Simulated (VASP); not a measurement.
# WSe2 (P-6m2) in VASP: a series of runs

Runs on WSe2. Level: PBE+D3(BJ). Tasks: single point.

All numbers are computed with VASP 6.6.1; they aren't measurements. Logs are shortened: lines on timing, memory, paths and dates and some standing lists are left out, and cuts for length are marked.

## (1) The cell of the first run

The structure is hexagonal, space group P-6m2 (No. 187). The conventional cell has a = 3.328 Å, b = 3.328 Å, c = 6.802 Å, α = 90.00°, β = 90.00°, γ = 120.00°. Within 3.5 Å of W (site symmetry -6m2) lie 6 Se at 2.69 Å and 6 W at 3.33 Å. Se (site symmetry 3m) has 3 W at 2.69 Å and 7 Se at 3.04 to 3.33 Å within 3.5 Å.

## (2) Single point, PBE+D3(BJ) (c/a of the conventional cell at fixed volume 2.0439)

INCAR

```
ALGO = Normal
EDIFF = 1E-7
ENCUT = 520
GGA = PE
ISIF = 2
ISMEAR = 0
IVDW = 12
LASPH = True
LCHARG = True
LELF = True
LREAL = False
LVHAR = True
LWAVE = False
NBANDS = 20
NELM = 100
PREC = Accurate
SIGMA = 0.05
```

KPOINTS

```
k-points
0
Gamma
  9 9 4
```

POSCAR

```
WSe2
1.0
    3.3277852269      0.0000000000      0.0000000000
   -1.6638926134      2.8819465448      0.0000000000
    0.0000000000      0.0000000000      6.8016602252
W Se
1 2
Direct
    0.0000000000      0.0000000000      0.0000000000
    0.3333333333      0.6666666667      0.2762384783
    0.3333333333      0.6666666667      0.7237615217
```

Potentials or basis: VASP PAW PBE potentials, release 64 (W_sv, Se).

Command:

```sh
$ cat potpaw_PBE.64/W_sv/POTCAR potpaw_PBE.64/Se/POTCAR > POTCAR
$ mpirun -np 1 vasp_std > vasp.out
```

OUTCAR:

```text
EDIFF = 1E-7
   ENCUT = 520
   GGA = PE
   ISIF = 2
   ISMEAR = 0
   IVDW = 12
   LASPH = True
   LREAL = False
   NELM = 100
   PREC = Accurate
 IVDW          = 12

 ion  position               nearest neighbor table
   1  0.000  0.000  0.000-   2 2.69   3 2.69   2 2.69   3 2.69   2 2.69   3 2.69
   2  0.333  0.667  0.276-   1 2.69   1 2.69   1 2.69
   3  0.333  0.667  0.724-   1 2.69   1 2.69   1 2.69

  LATTYP: Found a hexagonal cell.
 ALAT       =     3.3277852269
 C/A-ratio  =     2.0439000000

  Lattice vectors:

 A1 = (   3.3277852269,   0.0000000000,   0.0000000000)
 A2 = (  -1.6638926134,   2.8819465448,   0.0000000000)
 A3 = (   0.0000000000,   0.0000000000,   6.8016602252)

Analysis of symmetry for initial positions (statically):
=====================================================================
 Subroutine PRICEL returns:
 Original cell was already a primitive cell.

 Routine SETGRP: Setting up the symmetry group for a
 hexagonal supercell.

 Subroutine GETGRP returns: Found 12 space group operations
 (whereof 12 operations were pure point group operations)
 out of a pool of 24 trial point group operations.

The static configuration has the point symmetry D_3h.

Analysis of symmetry for dynamics (positions and initial velocities):
=====================================================================
 Subroutine PRICEL returns:
 Original cell was already a primitive cell.

 Routine SETGRP: Setting up the symmetry group for a
 hexagonal supercell.

 Subroutine GETGRP returns: Found 12 space group operations
 (whereof 12 operations were pure point group operations)
 out of a pool of 24 trial point group operations.

The dynamic configuration has the point symmetry D_3h.

 Subroutine INISYM returns: Found 12 space group operations
 (whereof 12 operations are pure point group operations),
 and found     1 'primitive' translations

----------------------------------------------------------------------------------------

                                     Primitive cell

  volume of cell :      65.2313

[... 82 lines left out ...]
   ISTART =      0    job   : 0-new  1-cont  2-samecut
   ICHARG =      2    charge: 1-file 2-atom 10-const
   ISPIN  =      1    spin polarized calculation?
   LNONCOLLINEAR =      F non collinear calculations
   LSORBIT =      F    spin-orbit coupling
   LASPH  =      T    aspherical Exc in radial PAW
   ENCUT  =  520.0 eV  38.22 Ry    6.18 a.u.   6.19  6.19 12.65*2*pi/ulx,y,z
   NELM   =    100;   NELMIN=  2; NELMDL= -5     # of ELM steps
   EDIFF  = 0.1E-06   stopping-criterion for ELM
   LREAL  =      F    real-space projection
   EDIFFG = 0.1E-05   stopping-criterion for IOM
   NSW    =      0    number of steps for IOM
   IBRION =     -1    ionic relax: 0-MD 1-quasi-New 2-CG
   NFREE  =      0    steps in history (QN), initial steepest desc. (CG)
   ISIF   =      2    stress and relaxation
   ISYM   =      2    0-nonsym 1-usesym 2-fastsym
   POTIM  = 0.5000    time-step for ionic-motion
   TEBEG  =    0.0;   TEEND  =   0.0 temperature during run
   PSTRESS=    0.0 pullay stress
   NELECT =      26.0000    total number of electrons
   NUPDOWN=      -1.0000    fix difference up-down
   EMIN   =  10.00;   EMAX   =-10.00  energy-range for DOS
   EFERMI =   0.00;   METHOD = LEGACY
   ISMEAR =     0;   SIGMA  =   0.05  broadening in eV -4-tet -1-fermi 0-gaus
   EFERMI_NEDOS =   21; number of points for ismear=-14 and -15
   IALGO  =     38    algorithm
   IMIX   =      4    mixing-type and parameters
     AMIX     =   0.40;   BMIX     =  1.00
     AMIX_MAG =   1.60;   BMIX_MAG =  1.00
  volume/ion in A,a.u.               =      21.74       146.73
  Fermi-wavevector in a.u.,A,eV,Ry     =   1.204797  2.276736 19.749346  1.451536
  Thomas-Fermi vector in A             =   2.340512
   LORBIT       =      0    0 simple, 1 ext, 2 COOP (PROOUT), +10 PAW based schemes
   GGA     = PE    functional components
   LHFCALC =     F    Hartree Fock is set to
   AEXX    =    0.0000 exact exchange contribution
   IVDW    =    12    specifies the selected vdW correction
   LEPSILON=     F    determine dielectric tensor
   LRPA    =     F    only Hartree local field effects (RPA)
 non-spin polarized calculation
 Gauss-broadening in eV      SIGMA  =   0.05
  energy-cutoff  :      520.00
  volume of cell :       65.23
 maximum number of plane-waves:      1768
 NGX is ok and might be reduce to    28

 number of electron      25.9999997 magnetization

 Free energy of the ion-electron system (eV)
  ---------------------------------------------------
  ext. energy  EPLUGINS =         0.00000000
  ---------------------------------------------------
  free energy    TOTEN  =       -20.79401197 eV

  energy without entropy =      -20.79401197  energy(sigma->0) =      -20.79401197

 E-fermi :   5.7043     XC(G=0): -10.4996

 val. band max:        5.4598023549   @ k =   0.3333   0.3333   0.5000
 cond. band min:       6.0379776455   @ k =   0.2222   0.1111   0.0000
 fundamental gap:      0.5781752906
 Fermi energy:         5.7042686691

 k-point     1 :       0.0000    0.0000    0.0000
  band No.  band energies     occupation
      1     -69.0020      2.00000
      2     -33.1805      2.00000
      3     -33.0106      2.00000
      4     -33.0106      2.00000
      5      -9.1064      2.00000
      6      -7.8565      2.00000
[... 541 lines left out ...]
     19      11.5903      0.00000
     20      14.3015      0.00000

 [... further k-points ...]

------------------------ aborting loop because EDIFF is reached ----------------------------------------

 Edisp (eV)   -1.29659

 E8    (eV) :    -0.5779

  FORCE on cell =-STRESS in cart. coord.  units (eV):
  Direction    XX          YY          ZZ          XY          YZ          ZX
  --------------------------------------------------------------------------------------
  -------------------------------------------------------------------------------------
  Total      -4.22607    -4.22607    -7.86911    -0.00000     0.00000     0.00000
  in kB    -103.79839  -103.79839  -193.27684    -0.00000     0.00000     0.00000
  external pressure =     -133.62 kB  Pullay stress =        0.00 kB

 VOLUME and BASIS-vectors are now :
 -----------------------------------------------------------------------------
  energy-cutoff  :      520.00
  volume of cell :       65.23
      direct lattice vectors                 reciprocal lattice vectors
     3.327785227  0.000000000  0.000000000     0.300500162  0.173493849  0.000000000
    -1.663892613  2.881946545  0.000000000     0.000000000  0.346987699  0.000000000
     0.000000000  0.000000000  6.801660225     0.000000000  0.000000000  0.147022928

 POSITION                                       TOTAL-FORCE (eV/Angst)
 -----------------------------------------------------------------------------------
      0.00000      0.00000      0.00000         0.000000     -0.000000      0.000000
     -0.00000      1.92130      1.87888        -0.000000      0.000000     -3.187662
     -0.00000      1.92130      4.92278        -0.000000      0.000000      3.187662
 -----------------------------------------------------------------------------------
    total drift:                                0.000000     -0.000000     -0.000000

  FREE ENERGIE OF THE ION-ELECTRON SYSTEM (eV)
  ---------------------------------------------------
  free  energy   TOTEN  =       -22.0906068975 eV

  energy  without entropy=      -22.0906068975  energy(sigma->0) =      -22.09060690
```

Run time: 27 s. Hardware: 1 thread of Intel Xeon 6975P-C (Granite Rapids), shared host; peak memory 0.22 GiB.

What came out:

| Item | Value |
| --- | --- |
| Free energy | -22.0906 eV |
| Pressure | -13.4 GPa |
| Largest force | 3.188 eV/Å |
| Band gap on the k mesh | 0.58 eV, indirect (least direct gap 1.28 eV) |
| Dispersion energy per atom | -0.432 eV |

Forces on the atoms (eV/Å):
```
W    0.000  0.000  0.000
Se   0.000  0.000 -3.188
Se   0.000  0.000  3.188
```

Stress tensor (GPa, compression positive):
```
-10.38   0.00   0.00
  0.00 -10.38   0.00
  0.00   0.00 -19.33
```

Levels at points of the mesh, in eV from the valence-band top:
| k point | band 11 | band 12 | band 13 | band 14 | band 15 | band 16 |
| --- | --- | --- | --- | --- | --- | --- |
| (0.00, 0.00, 0.00) | -1.00 | -0.68 | -0.68 | 2.14 | 2.14 | 2.66 |
| (0.00, 0.00, 0.50) | -0.80 | -0.80 | -0.21 | 2.33 | 2.33 | 2.55 |

Caveat: spin-orbit coupling is left out, which moves the levels of the heavy elements; forces of over 1 eV/Å act on the atoms, so gaps and moduli don't describe the material at rest. A k mesh can miss the band edges.

## (3) Single point, PBE+D3(BJ) (c/a of the conventional cell at fixed volume 2.0439)

INCAR

```
PREC     = Accurate       # precision mode
ENCUT    = 520            # plane-wave cutoff, eV
EDIFF    = 1E-6           # SCF threshold, eV
ISMEAR   = 0              # smearing method
SIGMA    = 0.05           # smearing width, eV
LREAL    = F              # projectors in reciprocal space
LASPH    = T              # aspherical terms in the spheres
NELM     = 60             # most SCF steps
ALGO     = Normal         # electronic algorithm
ISIF     = 2              # what is computed and relaxed
LWAVE    = F              # write WAVECAR
LCHARG   = F              # write CHGCAR
GGA      = PE             # functional
IVDW     = 12             # dispersion correction
NBANDS   = 20             # bands
```

KPOINTS

```
Automatic mesh
0
Gamma
  9 9 4
```

POSCAR

```
WSe2
1.0
    3.3277852269      0.0000000000      0.0000000000
   -1.6638926134      2.8819465448      0.0000000000
    0.0000000000      0.0000000000      6.8016602252
W Se
1 2
Direct
    0.0000000000      0.0000000000      0.0000000000
    0.3333333333      0.6666666667      0.2405528385
    0.3333333333      0.6666666667      0.7594471615
```

Potentials or basis: VASP PAW PBE potentials, release 64 (W_sv, Se).

Command:

```sh
$ cat potpaw_PBE.64/W_sv/POTCAR potpaw_PBE.64/Se/POTCAR > POTCAR
$ mpirun -np 1 vasp_std > vasp.out
```

OUTCAR:

```text
PREC = Accurate
   ENCUT = 520
   EDIFF = 1E-6
   ISMEAR = 0
   LREAL = F
   LASPH = T
   NELM = 60
   ISIF = 2
   GGA = PE
   IVDW = 12
 IVDW          = 12

 ion  position               nearest neighbor table
   1  0.000  0.000  0.000-   2 2.52   3 2.52   2 2.52   3 2.52   2 2.52   3 2.52
   2  0.333  0.667  0.241-   1 2.52   1 2.52   1 2.52
   3  0.333  0.667  0.759-   1 2.52   1 2.52   1 2.52

  LATTYP: Found a hexagonal cell.
 ALAT       =     3.3277852269
 C/A-ratio  =     2.0439000000

[... 745 lines left out ...]

 Edisp (eV)   -1.29514

 E8    (eV) :    -0.5773

  FORCE on cell =-STRESS in cart. coord.  units (eV):
  Direction    XX          YY          ZZ          XY          YZ          ZX
  --------------------------------------------------------------------------------------
  -------------------------------------------------------------------------------------
  Total      -0.45915    -0.45915     2.25034    -0.00000    -0.00000     0.00000
  in kB     -11.27743   -11.27743    55.27178    -0.00000    -0.00000     0.00000
  external pressure =       10.91 kB  Pullay stress =        0.00 kB

 VOLUME and BASIS-vectors are now :
 -----------------------------------------------------------------------------
  energy-cutoff  :      520.00
  volume of cell :       65.23
      direct lattice vectors                 reciprocal lattice vectors
     3.327785227  0.000000000  0.000000000     0.300500162  0.173493849  0.000000000
    -1.663892613  2.881946545  0.000000000     0.000000000  0.346987699  0.000000000
     0.000000000  0.000000000  6.801660225     0.000000000  0.000000000  0.147022928

 POSITION                                       TOTAL-FORCE (eV/Angst)
 -----------------------------------------------------------------------------------
      0.00000      0.00000      0.00000         0.000000      0.000000      0.000000
     -0.00000      1.92130      1.63616         0.000000     -0.000000      0.545596
     -0.00000      1.92130      5.16550        -0.000000      0.000000     -0.545596
 -----------------------------------------------------------------------------------
    total drift:                                0.000000     -0.000000     -0.000000

  FREE ENERGIE OF THE ION-ELECTRON SYSTEM (eV)
  ---------------------------------------------------
  free  energy   TOTEN  =       -22.8108195229 eV

  energy  without entropy=      -22.8108195229  energy(sigma->0) =      -22.81081952
```

stdout:

```text
POSCAR found type information on POSCAR W Se
 POSCAR found :  2 types and       3 ions
 scaLAPACK will be used
 LDA part: xc-table for (Slater+PW92), standard interpolation
 POSCAR, INCAR and KPOINTS ok, starting setup
 FFT: planning ... GRIDC
 FFT: planning ... GRID_SOFT
 FFT: planning ... GRID
 WAVECAR not read
 entering main loop
```

Run time: 38 s. Hardware: 1 thread of Intel Xeon Platinum 8375C at 2.90GHz (Ice Lake), shared host; peak memory 0.22 GiB.

What came out:

| Quantity | Value |
| --- | --- |
| Free energy | -22.8108 eV |
| Pressure | 1.1 GPa |
| Largest force | 0.546 eV/Å |
| Band gap on the k mesh | 1.03 eV, indirect (least direct gap 1.38 eV) |
| Dispersion energy per atom | -0.432 eV |

Forces in eV/Å, atoms in the order of the input:
```
W    0.000  0.000  0.000
Se   0.000  0.000  0.546
Se   0.000  0.000 -0.546
```

Levels at points of the mesh, in eV from the valence-band top:
| k point | band 10 | band 11 | band 12 | band 13 | band 14 | band 15 | band 16 | band 17 |
| --- | --- | --- | --- | --- | --- | --- | --- | --- |
| (0.00, 0.00, 0.00) | -1.77 | -1.77 | -1.33 | -0.98 | 2.58 | 2.58 | 2.69 | 2.69 |
| (0.00, 0.00, 0.50) | -2.93 | -1.80 | -1.80 | 0.00 | 2.46 | 2.46 | 2.86 | 2.86 |

Caveat: spin-orbit coupling is left out, which moves the levels of the heavy elements.

## (4) Single point, PBE+D3(BJ) (c/a of the conventional cell at fixed volume 2.2291)

INCAR

```
PREC = Accurate
ENCUT = 520
EDIFF = 1E-6
ISMEAR = 0
SIGMA = 0.05
LREAL = F
LASPH = T
NELM = 100
ALGO = Normal
ISIF = 2
LWAVE = F
LCHARG = T
GGA = PE
IVDW = 12
LELF = T
LVHAR = T
NBANDS = 20
```

KPOINTS

```
regular mesh
0
Gamma
  9 9 4
```

POSCAR

```
WSe2
1.0
    3.2329475091      0.0000000000      0.0000000000
   -1.6164737546      2.7998146720      0.0000000000
    0.0000000000      0.0000000000      7.2065632926
W Se
1 2
Direct
    0.0000000000      0.0000000000      0.0000000000
    0.3333333333      0.6666666667      0.2167576539
    0.3333333333      0.6666666667      0.7832423461
```

Command:

```sh
$ cat potpaw_PBE.64/W_sv/POTCAR potpaw_PBE.64/Se/POTCAR > POTCAR
$ mpirun -np 1 vasp_std > vasp.out
```

Run time: 30 s. Hardware: 1 thread of Intel Xeon Platinum 8375C at 2.90GHz (Ice Lake), shared host; peak memory 0.21 GiB.

It converged, with:

* Free energy: -22.3940 eV
* Pressure: 16.2 GPa
* Largest force: 3.145 eV/Å
* Band gap on the k mesh: 1.19 eV, indirect (least direct gap 1.52 eV)
* Dispersion energy per atom: -0.435 eV

Forces in eV/Å, atoms in the order of the input:
```
W    0.000  0.000  0.000
Se   0.000  0.000  3.145
Se   0.000  0.000 -3.145
```

Stress tensor (GPa, compression positive):
```
13.09  0.00  0.00
 0.00 13.09  0.00
 0.00  0.00 22.32
```

Levels at points of the mesh, in eV from the valence-band top:
```tsv
k point	band 10	band 11	band 12	band 13	band 14	band 15	band 16	band 17
(0.00, 0.00, 0.00)	-1.84	-1.84	-1.71	-0.72	3.01	3.01	3.43	3.43
(0.00, 0.00, 0.50)	-2.80	-1.84	-1.84	0.00	2.97	2.97	3.48	3.48
```

Caveat: spin-orbit coupling is left out, which moves the levels of the heavy elements; forces of over 1 eV/Å act on the atoms, so gaps and moduli don't describe the material at rest.

## (5) Single point, PBE+D3(BJ) (c/a of the conventional cell at fixed volume 1.8588)

INCAR

```
SYSTEM = WSe2
  PREC = Accurate
  ENCUT = 520
  EDIFF = 1E-6
  ISMEAR = 0
  SIGMA = 0.05
  LREAL = .False.
  LASPH = .True.
  NELM = 100
  ALGO = Normal
  ISIF = 2
  LWAVE = .False.
  LCHARG = .False.
  GGA = PE
  IVDW = 12
  NBANDS = 20
```

KPOINTS

```
regular mesh
0
Gamma
  9 9 4
  0 0 0
```

POSCAR

```
WSe2
1.0
    3.4347696443      0.0000000000      0.0000000000
   -1.7173848222      2.9745977681      0.0000000000
    0.0000000000      0.0000000000      6.3845498149
W Se
1 2
Direct
    0.0000000000      0.0000000000      0.0000000000
    0.3333333333      0.6666666667      0.2643480231
    0.3333333333      0.6666666667      0.7356519769
```

Command:

```sh
$ cat potpaw_PBE.64/W_sv/POTCAR potpaw_PBE.64/Se/POTCAR > POTCAR
$ mpirun -np 1 vasp_std > vasp.out
```

It took 33 s on 1 thread of Intel Xeon Platinum 8375C at 2.90GHz (Ice Lake), shared host; peak memory 0.22 GiB.

Results (log left out):

```
Free energy                : -22.4404 eV
Pressure                   : -7.3 GPa
Largest force              : 1.575 eV/Å
Band gap on the k mesh     : 0.59 eV, indirect (least direct gap 1.15 eV)
Dispersion energy per atom : -0.433 eV
```

Forces on the atoms (eV/Å):
```
W    0.000  0.000  0.000
Se   0.000  0.000 -1.575
Se   0.000  0.000  1.575
```

Stress tensor (GPa, compression positive):
```
-11.13   0.00   0.00
  0.00 -11.13   0.00
  0.00   0.00   0.27
```

Levels at points of the mesh, in eV from the valence-band top:
```tsv
k point	band 10	band 11	band 12	band 13	band 14	band 15	band 16	band 17
(0.00, 0.00, 0.00)	-1.95	-1.95	-1.31	-0.62	1.77	1.77	2.05	2.05
(0.00, 0.00, 0.50)	-2.95	-2.09	-2.09	0.00	1.69	1.69	2.24	2.24
```

Caveat: spin-orbit coupling is left out, which moves the levels of the heavy elements; forces of over 1 eV/Å act on the atoms, so gaps and moduli don't describe the material at rest. A k mesh can miss the band edges.

## (6) The runs side by side

```csv
cell,gap on the mesh (eV),pressure (GPa),largest force (eV/Å)
"a = 3.328, b = 3.328, c = 6.802 Å, angles 90.0, 90.0, 120.0°, 3 atoms",1.03,1.1,0.55
"a = 3.233, b = 3.233, c = 7.207 Å, angles 90.0, 90.0, 120.0°, 3 atoms",1.19,16.2,3.14
"a = 3.435, b = 3.435, c = 6.385 Å, angles 90.0, 90.0, 120.0°, 3 atoms",0.59,-7.3,1.57
```

Some of these runs hold the atoms at other places in the same cell, which the table doesn't show; runs alike in all that it shows share one row.

Alike in all rows: task single point; level PBE+D3(BJ); potentials or basis VASP PAW PBE potentials, release 64 (W_sv, Se); no spin polarisation; k mesh 9 × 9 × 4; cutoff (eV) 520; smearing gaussian 0.05 eV.

Caveats: spin-orbit coupling is left out, which moves the levels of the heavy elements; forces of over 1 eV/Å act on the atoms, so gaps and moduli don't describe the material at rest (some runs).

Absolute energies hang on the potentials; compare differences alone.
